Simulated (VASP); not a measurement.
# NaH (P6_3/mmc) in VASP: further runs

Runs on NaH. Level: PBE. Tasks: single point, relaxation of cell and atoms.

Everything below comes from runs of VASP 6.6.1. Logs are shortened: lines on timing, memory, paths and dates and some standing lists are left out, and cuts for length are marked.

## 1. The cell of the first run

It takes space group P6_3/mmc (No. 194, hexagonal). Conventional cell: a = 3.390 Å, b = 3.390 Å, c = 17.075 Å, α = 90.00°, β = 90.00°, γ = 120.00°. Within 3.2 Å of Na (site symmetry -6m2) lie 6 H at 2.45 Å. Na (site symmetry 3m) has 6 H at 2.40 Å within 3.2 Å. H (site symmetry 3m) has 6 Na at 2.40 to 2.45 Å and 1 H at 2.95 Å within 3.2 Å. H (site symmetry -3m) has 6 Na at 2.40 Å within 3.2 Å.

## 2. Single point, PBE

File INCAR:

```
ALGO     = Normal         # electronic algorithm
EDIFF    = 1E-6           # SCF threshold, eV
ENCUT    = 520            # plane-wave cutoff, eV
GGA      = PE             # functional
ISIF     = 2              # what is computed and relaxed
ISMEAR   = 0              # smearing method
LASPH    = True           # aspherical terms in the spheres
LCHARG   = True           # write CHGCAR
LELF     = True           # ELF
LREAL    = False          # projectors in reciprocal space
LVHAR    = True         
LWAVE    = False          # write WAVECAR
NBANDS   = 36             # bands
NELM     = 80             # most SCF steps
PREC     = Accurate       # precision mode
SIGMA    = 0.02           # smearing width, eV
```

File KPOINTS:

```
k-points
0
Gamma
  9 9 2
```

File POSCAR:

```
NaH
1.0
    3.3900159039      0.0000000000      0.0000000000
   -1.6950079519      2.9358398920      0.0000000000
    0.0000000000      0.0000000000     17.0747752406
Na H
6 6
Direct
    0.0000000000      0.0000000000      0.0000000000
    0.3333333333      0.6666666667      0.1682458560
    0.6666666667      0.3333333333      0.3317541440
    0.0000000000      0.0000000000      0.5000000000
    0.6666666667      0.3333333333      0.6682458560
    0.3333333333      0.6666666667      0.8317541440
    0.6666666667      0.3333333333      0.0864434576
    0.0000000000      0.0000000000      0.2500000000
    0.3333333333      0.6666666667      0.4135565424
    0.3333333333      0.6666666667      0.5864434576
    0.0000000000      0.0000000000      0.7500000000
    0.6666666667      0.3333333333      0.9135565424
```

Potentials or basis: VASP PAW PBE potentials, release 64 (Na_pv, H).

The run is started by

```sh
$ cat potpaw_PBE.64/Na_pv/POTCAR potpaw_PBE.64/H/POTCAR > POTCAR
$ mpirun -np 1 vasp_std > vasp.out
```

OUTCAR:

```text
EDIFF = 1E-6
   ENCUT = 520
   GGA = PE
   ISIF = 2
   ISMEAR = 0
   LASPH = True
   LREAL = False
   NELM = 80
   PREC = Accurate

 ion  position               nearest neighbor table
   1  0.000  0.000  0.000-
   2  0.333  0.667  0.168-
   3  0.667  0.333  0.332-
   4  0.000  0.000  0.500-
   5  0.667  0.333  0.668-
   6  0.333  0.667  0.832-
   7  0.667  0.333  0.086-
   8  0.000  0.000  0.250-
   9  0.333  0.667  0.414-
  10  0.333  0.667  0.586-
  11  0.000  0.000  0.750-
  12  0.667  0.333  0.914-

  LATTYP: Found a hexagonal cell.
 ALAT       =     3.3900159039
 C/A-ratio  =     5.0367832260

  Lattice vectors:

 A1 = (   3.3900159039,   0.0000000000,   0.0000000000)
 A2 = (  -1.6950079519,   2.9358398920,   0.0000000000)
 A3 = (   0.0000000000,   0.0000000000,  17.0747752406)

Analysis of symmetry for initial positions (statically):
=====================================================================
 Subroutine PRICEL returns:
 Original cell was already a primitive cell.

 Routine SETGRP: Setting up the symmetry group for a
 hexagonal supercell.

 Subroutine GETGRP returns: Found 24 space group operations
 (whereof 12 operations were pure point group operations)
 out of a pool of 24 trial point group operations.

The static configuration has the point symmetry D_3h.
 The point group associated with its full space group is D_6h.

Analysis of symmetry for dynamics (positions and initial velocities):
=====================================================================
 Subroutine PRICEL returns:
 Original cell was already a primitive cell.

 Routine SETGRP: Setting up the symmetry group for a
 hexagonal supercell.

 Subroutine GETGRP returns: Found 24 space group operations
 (whereof 12 operations were pure point group operations)
 out of a pool of 24 trial point group operations.

The dynamic configuration has the point symmetry D_3h.
 The point group associated with its full space group is D_6h.

 Subroutine INISYM returns: Found 24 space group operations
 (whereof 12 operations are pure point group operations),
 and found     1 'primitive' translations

----------------------------------------------------------------------------------------

                                     Primitive cell

  volume of cell :     169.9375

  direct lattice vectors                    reciprocal lattice vectors
     3.390015904  0.000000000  0.000000000     0.294983867  0.170309015  0.000000000
    -1.695007952  2.935839892  0.000000000     0.000000000  0.340618030  0.000000000
     0.000000000  0.000000000 17.074775241     0.000000000  0.000000000  0.058565925

  length of vectors
     3.390015904  3.390015904 17.074775241     0.340618030  0.340618030  0.058565925

  position of ions in fractional coordinates (direct lattice)
     0.000000000  0.000000000  0.000000000
     0.333333333  0.666666667  0.168245856
     0.666666667  0.333333333  0.331754144
     0.000000000  0.000000000  0.500000000
     0.666666667  0.333333333  0.668245856
     0.333333333  0.666666667  0.831754144
     0.666666667  0.333333333  0.086443458
     0.000000000  0.000000000  0.250000000
     0.333333333  0.666666667  0.413556542
     0.333333333  0.666666667  0.586443458
     0.000000000  0.000000000  0.750000000
     0.666666667  0.333333333  0.913556542

  ion indices of the primitive-cell ions
   primitive index   ion index
                 1           1
                 2           2
                 3           3
                 4           4
                 5           5
                 6           6
                 7           7
                 8           8
                 9           9
                10          10
                11          11
                12          12

----------------------------------------------------------------------------------------

 KPOINTS: k-points

Automatic generation of k-mesh.
 Grid dimensions read from file:
 generate k-points for:    9    9    2

 Generating k-lattice:

  Cartesian coordinates                     Fractional coordinates (reciprocal lattice)
     0.032775985  0.018923224  0.000000000     0.111111111  0.000000000  0.000000000
     0.000000000  0.037846448  0.000000000     0.000000000  0.111111111  0.000000000
     0.000000000  0.000000000  0.029282962     0.000000000  0.000000000  0.500000000

  Length of vectors
     0.037846448  0.037846448  0.029282962

  Shift w.r.t. Gamma in fractional coordinates (k-lattice)
     0.000000000  0.000000000  0.000000000

 Subroutine IBZKPT returns following result:
 ===========================================

 Found     24 irreducible k-points:

 Following reciprocal coordinates:
            Coordinates               Weight
  0.000000  0.000000  0.000000      1.000000
  0.111111  0.000000  0.000000      6.000000
  0.222222  0.000000  0.000000      6.000000
  0.333333  0.000000  0.000000      6.000000
  0.444444  0.000000  0.000000      6.000000
  0.111111  0.111111  0.000000      6.000000
[... 16 lines left out ...]
  0.333333  0.222222  0.500000     12.000000
  0.333333  0.333333  0.500000      2.000000
   k-points           NKPTS =     24   k-points in BZ     NKDIM =     24   number of bands    NBANDS=     36
   number of dos      NEDOS =    301   number of ions     NIONS =     12
   total plane-waves  NPLWV = 100352
   dimension x,y,z NGX =    28 NGY =   28 NGZ =  128
   dimension x,y,z NGXF=    56 NGYF=   56 NGZF=  256
   ions per type =               6   6
   NGX,Y,Z   is equivalent  to a cutoff of  13.73, 13.73, 12.46 a.u.
   NGXF,Y,Z  is equivalent  to a cutoff of  27.46, 27.46, 24.93 a.u.
 SYSTEM =  unknown system
   PREC   = accura    normal or accurate (medium, high low for compatibility)
   ISTART =      0    job   : 0-new  1-cont  2-samecut
   ICHARG =      2    charge: 1-file 2-atom 10-const
   ISPIN  =      1    spin polarized calculation?
   LNONCOLLINEAR =      F non collinear calculations
   LSORBIT =      F    spin-orbit coupling
   LASPH  =      T    aspherical Exc in radial PAW
   ENCUT  =  520.0 eV  38.22 Ry    6.18 a.u.   6.30  6.30 31.75*2*pi/ulx,y,z
   NELM   =     80;   NELMIN=  2; NELMDL= -5     # of ELM steps
   EDIFF  = 0.1E-05   stopping-criterion for ELM
   LREAL  =      F    real-space projection
   EDIFFG = 0.1E-04   stopping-criterion for IOM
   NSW    =      0    number of steps for IOM
   IBRION =     -1    ionic relax: 0-MD 1-quasi-New 2-CG
   NFREE  =      0    steps in history (QN), initial steepest desc. (CG)
   ISIF   =      2    stress and relaxation
   ISYM   =      2    0-nonsym 1-usesym 2-fastsym
   POTIM  = 0.5000    time-step for ionic-motion
   TEBEG  =    0.0;   TEEND  =   0.0 temperature during run
   PSTRESS=    0.0 pullay stress
   NELECT =      48.0000    total number of electrons
   NUPDOWN=      -1.0000    fix difference up-down
   EMIN   =  10.00;   EMAX   =-10.00  energy-range for DOS
   EFERMI =   0.00;   METHOD = LEGACY
   ISMEAR =     0;   SIGMA  =   0.02  broadening in eV -4-tet -1-fermi 0-gaus
   EFERMI_NEDOS =   21; number of points for ismear=-14 and -15
   IALGO  =     38    algorithm
   IMIX   =      4    mixing-type and parameters
     AMIX     =   0.40;   BMIX     =  1.00
     AMIX_MAG =   1.60;   BMIX_MAG =  1.00
  volume/ion in A,a.u.               =      14.16        95.57
  Fermi-wavevector in a.u.,A,eV,Ry     =   1.074135  2.029821 15.697940  1.153766
  Thomas-Fermi vector in A             =   2.209955
   LORBIT       =      0    0 simple, 1 ext, 2 COOP (PROOUT), +10 PAW based schemes
   GGA     = PE    functional components
   LHFCALC =     F    Hartree Fock is set to
   AEXX    =    0.0000 exact exchange contribution
   IVDW    =     0    specifies the selected vdW correction
   LEPSILON=     F    determine dielectric tensor
   LRPA    =     F    only Hartree local field effects (RPA)
 non-spin polarized calculation
 Gauss-broadening in eV      SIGMA  =   0.02
  energy-cutoff  :      520.00
  volume of cell :      169.94
 maximum number of plane-waves:      4624
 NGX is ok and might be reduce to    28

 number of electron      47.9999968 magnetization

 Free energy of the ion-electron system (eV)
  ---------------------------------------------------
  ext. energy  EPLUGINS =         0.00000000
  ---------------------------------------------------
  free energy    TOTEN  =       -30.30505045 eV

  energy without entropy =      -30.30505045  energy(sigma->0) =      -30.30505045

 E-fermi :  -0.7649     XC(G=0):  -7.7495

 val. band max:       -0.9016704913   @ k =   0.3333   0.3333   0.0000
 cond. band min:       2.4647934119   @ k =   0.0000   0.0000   0.0000
 fundamental gap:      3.3664639032
 Fermi energy:        -0.7648535807

 k-point     1 :       0.0000    0.0000    0.0000
  band No.  band energies     occupation
      1     -23.5143      2.00000
      2     -23.5140      2.00000
      3     -23.5005      2.00000
      4     -23.5005      2.00000
      5     -23.5005      2.00000
      6     -23.5005      2.00000
[... 28 lines left out ...]
     35      11.2896      0.00000
     36      12.4631      0.00000

 k-point     2 :       0.1111    0.0000    0.0000
  band No.  band energies     occupation
      1     -23.5126      2.00000
      2     -23.5124      2.00000
      3     -23.5093      2.00000
      4     -23.5093      2.00000
      5     -23.5025      2.00000
      6     -23.5025      2.00000
[... 28 lines left out ...]
     35      10.6054      0.00000
     36      11.7078      0.00000
[... 817 lines left out ...]
     35       7.0005      0.00000
     36       7.0005      0.00000

 k-point    24 :       0.3333    0.3333    0.5000
  band No.  band energies     occupation
      1     -23.5526      2.00000
      2     -23.5526      2.00000
      3     -23.5505      2.00000
      4     -23.5505      2.00000
      5     -23.4982      2.00000
      6     -23.4982      2.00000
[... 28 lines left out ...]
     35       6.1091      0.00000
     36       6.1091      0.00000

------------------------ aborting loop because EDIFF is reached ----------------------------------------

  FORCE on cell =-STRESS in cart. coord.  units (eV):
  Direction    XX          YY          ZZ          XY          YZ          ZX
  --------------------------------------------------------------------------------------
  -------------------------------------------------------------------------------------
  Total        0.0012054      0.0012054      0.0064848      0.0000000      0.0000000      0.0000000
  in kB        0.0113647      0.0113647      0.0611394      0.0000000      0.0000000      0.0000000
  external PRESSURE =       0.0279562 kB  Pullay stress =       0.0000000 kB

 VOLUME and BASIS-vectors are now :
 -----------------------------------------------------------------------------
  energy-cutoff  :      520.00
  volume of cell :      169.94
      direct lattice vectors                 reciprocal lattice vectors
     3.390015904  0.000000000  0.000000000     0.294983867  0.170309015  0.000000000
    -1.695007952  2.935839892  0.000000000     0.000000000  0.340618030  0.000000000
     0.000000000  0.000000000 17.074775241     0.000000000  0.000000000  0.058565925

 POSITION                                       TOTAL-FORCE (eV/Angst)
 -----------------------------------------------------------------------------------
      0.00000      0.00000      0.00000         0.000000     -0.000000     -0.000000
     -0.00000      1.95723      2.87276        -0.000000      0.000000      0.001081
      1.69501      0.97861      5.66463         0.000000     -0.000000     -0.001081
      0.00000      0.00000      8.53739        -0.000000      0.000000     -0.000000
      1.69501      0.97861     11.41015         0.000000     -0.000000      0.001081
     -0.00000      1.95723     14.20202        -0.000000      0.000000     -0.001081
      1.69501      0.97861      1.47600        -0.000000     -0.000000     -0.000797
      0.00000      0.00000      4.26869         0.000000      0.000000     -0.000000
     -0.00000      1.95723      7.06139         0.000000     -0.000000      0.000797
     -0.00000      1.95723     10.01339         0.000000     -0.000000     -0.000797
      0.00000      0.00000     12.80608         0.000000      0.000000     -0.000000
      1.69501      0.97861     15.59877        -0.000000      0.000000      0.000797
 -----------------------------------------------------------------------------------
    total drift:                                0.000000     -0.000000      0.000000

  FREE ENERGIE OF THE ION-ELECTRON SYSTEM (eV)
  ---------------------------------------------------
  free  energy   TOTEN  =       -30.3050504497 eV

  energy  without entropy=      -30.3050504497  energy(sigma->0) =      -30.30505045
```

Run time: 78 s. Hardware: 1 thread of AMD EPYC 9R45 (Zen 5), shared host; peak memory 0.31 GiB.

Results:

* Free energy: -30.3051 eV
* Pressure: 0.0 GPa
* Band gap on the k mesh: 3.37 eV (least direct gap 3.59 eV)

A k mesh can miss the band edges.

## 3. Relaxation of cell and atoms, PBE

This run uses another cell than the first one: it holds 8 atoms, not 12.

File INCAR:

```
SYSTEM = NaH
PREC     = Accurate       ! precision mode
ENCUT    = 600            ! plane-wave cutoff, eV
EDIFF    = 1E-6           ! SCF threshold, eV
ISMEAR   = 0              ! smearing method
SIGMA    = 0.02           ! smearing width, eV
LREAL    = .False.        ! projectors in reciprocal space
LASPH    = .True.         ! aspherical terms in the spheres
NELM     = 80             ! most SCF steps
ALGO     = Normal         ! electronic algorithm
ISIF     = 3              ! what is computed and relaxed
LWAVE    = .False.        ! write WAVECAR
LCHARG   = .False.        ! write CHGCAR
GGA      = PE             ! functional
IBRION   = 2              ! ionic algorithm
NSW      = 65             ! ionic steps
EDIFFG   = -0.01          ! ionic threshold
```

File KPOINTS:

```
regular mesh
0
Gamma
  9 9 3
  0 0 0
```

File POSCAR:

```
NaH
1.0
    3.4151727150      0.0000000000      0.0000000000
   -1.7075863575      2.9576263295      0.0000000000
    0.0000000000      0.0000000000     11.1539328928
Na H
4 4
Direct
    0.0000000000      0.0000000000      0.0000000000
    0.3333333333      0.6666666667      0.2500000000
    0.0000000000      0.0000000000      0.5000000000
    0.6666666667      0.3333333333      0.7500000000
    0.6666666667      0.3333333333      0.1250000000
    0.6666666667      0.3333333333      0.3750000000
    0.3333333333      0.6666666667      0.6250000000
    0.3333333333      0.6666666667      0.8750000000
```

Potentials or basis: VASP PAW PBE potentials, release 64 (Na_pv, H).

The run is started by

```sh
$ cat potpaw_PBE.64/Na_pv/POTCAR potpaw_PBE.64/H/POTCAR > POTCAR
$ mpirun -np 1 vasp_std > vasp.out
```

Wall time 1.7 min (1 thread of AMD EPYC 9R45 (Zen 5), shared host); peak memory 0.24 GiB.

Results (log left out):

| Property | Result |
| --- | --- |
| Free energy | -20.1324 eV |
| Relaxed volume | 14.18 Å³/atom |
| Relaxed cell | a = 3.377 Å, b = 3.377 Å, c = 11.489 Å, α = 90.00°, β = 90.00°, γ = 120.00° |
| Space group after relaxing (to 0.1 Å) | P6_3/mmc (No. 194) |
| Energy gained by relaxing | 4.7 meV/atom |
| Ionic steps | 6 |
| Pressure after relaxing | 0.0 GPa |
| Largest force after relaxing | 0.005 eV/Å |
| Band gap on the k mesh | 3.19 eV (least direct gap 3.55 eV) |

Forces in eV/Å, atoms in the order of the input:
```
Na   0.000  0.000  0.000
Na   0.000  0.000  0.000
Na   0.000  0.000  0.000
Na   0.000  0.000  0.000
H    0.000  0.000 -0.005
H    0.000  0.000  0.005
H    0.000  0.000 -0.005
H    0.000  0.000  0.005
```

Step by step:
```tsv
step	energy change (eV)	largest force (eV/Å)	pressure (GPa)	volume (Å³)
1	0.0000	0.1511	0.27	112.66
2	-0.0162	0.1188	0.18	113.05
3	-0.0369	0.0268	-0.09	114.17
4	-0.0369	0.0292	-0.08	114.14
5	-0.0372	0.0224	-0.05	113.95
6	-0.0375	0.0052	0.05	113.47
```

Final structure:
```cif
data_structure
_symmetry_space_group_name_H-M 'P 1'
_symmetry_Int_Tables_number 1
_cell_length_a 3.3770
_cell_length_b 3.3770
_cell_length_c 11.4894
_cell_angle_alpha 90.000
_cell_angle_beta 90.000
_cell_angle_gamma 120.000
_cell_volume 113.47
loop_
_atom_site_label
_atom_site_type_symbol
_atom_site_fract_x
_atom_site_fract_y
_atom_site_fract_z
_atom_site_occupancy
Na1 Na 0.00000 0.00000 0.00000 1
Na2 Na 0.33333 0.66667 0.25000 1
Na3 Na 0.00000 0.00000 0.50000 1
Na4 Na 0.66667 0.33333 0.75000 1
H1 H 0.66667 0.33333 0.12178 1
H2 H 0.66667 0.33333 0.37822 1
H3 H 0.33333 0.66667 0.62178 1
H4 H 0.33333 0.66667 0.87822 1
```

Levels at points of the mesh, in eV from the valence-band top:
```tsv
k point	band 14	band 15	band 16	band 17	band 18	band 19
(0.00, 0.00, 0.00)	-2.94	-2.92	-1.28	3.19	6.28	6.84
```

A k mesh can miss the band edges.
